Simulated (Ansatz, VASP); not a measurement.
## Pd in VASP and in Ansatz

Contents of INCAR:

```
SYSTEM = Pd
ALGO     = Normal         ! electronic algorithm
EDIFF    = 1E-7           ! SCF threshold, eV
ENCUT    = 520            ! plane-wave cutoff, eV
GGA      = PE             ! functional
ISIF     = 2              ! what is computed and relaxed
ISMEAR   = -1             ! smearing method
LASPH    = .TRUE.         ! aspherical terms in the spheres
LCHARG   = .FALSE.        ! write CHGCAR
LREAL    = .FALSE.        ! projectors in reciprocal space
LWAVE    = .FALSE.        ! write WAVECAR
NBANDS   = 11             ! bands
NELM     = 60             ! most SCF steps
PREC     = Accurate       ! precision mode
SIGMA    = 0.05           ! smearing width, eV
```

File KPOINTS:

```
k-points
0
G
  7 7 7
  0 0 0
```

POSCAR

```
Pd
1.0
    0.0000000000      1.9465000000      1.9465000000
    1.9465000000      0.0000000000      1.9465000000
    1.9465000000      1.9465000000      0.0000000000
Pd
1
Direct
    0.0000000000      0.0000000000      0.0000000000
```

Contents of input.yaml:

```yaml
crystal:
  lattice:
    - [0.0, 1.9465, 1.9465]
    - [1.9465, 0.0, 1.9465]
    - [1.9465, 1.9465, 0.0]
  atoms:
    - { symbol: Pd, position: [0.0, 0.0, 0.0] }
hamiltonian:
  xc: pbe
  pseudopotentials: { kind: paw }
kpoints:
  mp_grid: { grid: [7, 7, 7] }
scf:
  occupations: { method: fermi_dirac, width: 0.05 }
  n_extra_bands: 6
output:
  forces: true
  stress: true
  eigenvalues: true
  dos: { projected: true, de: 0.05, nscf_kmesh: { grid: [11, 11, 11] } }
```

Alike in both runs: functional PBE; k mesh 7 × 7 × 7; occupations fermi-dirac, width 0.05 eV; no spin polarisation.

|  | VASP | Ansatz |
| --- | --- | --- |
| version | VASP 6.6.1 | Ansatz 0.2.0 |
| potentials or method | VASP PAW PBE potentials, release 64 (Pd) | Ansatz PAW |
| plane-wave cutoff (eV) | 520 | 420 |
| valence electrons in the cell | 10 | 18 |
| task | single point | projected density of states |

|  | VASP | Ansatz | Ansatz less VASP |
| --- | --- | --- | --- |
| gap on the k mesh at the Fermi level (eV) | none | none | - |
| pressure (GPa) | 7.5 | 7.9 | +0.33 |

A gap of «none» marks a metal or a gap that the smearing closes. VASP's potentials hold 10 valence electrons a cell and Ansatz's 18, so a difference there can come from the potentials and not from the codes.

The k mesh is coarse, so the values compare programs but aren't converged.
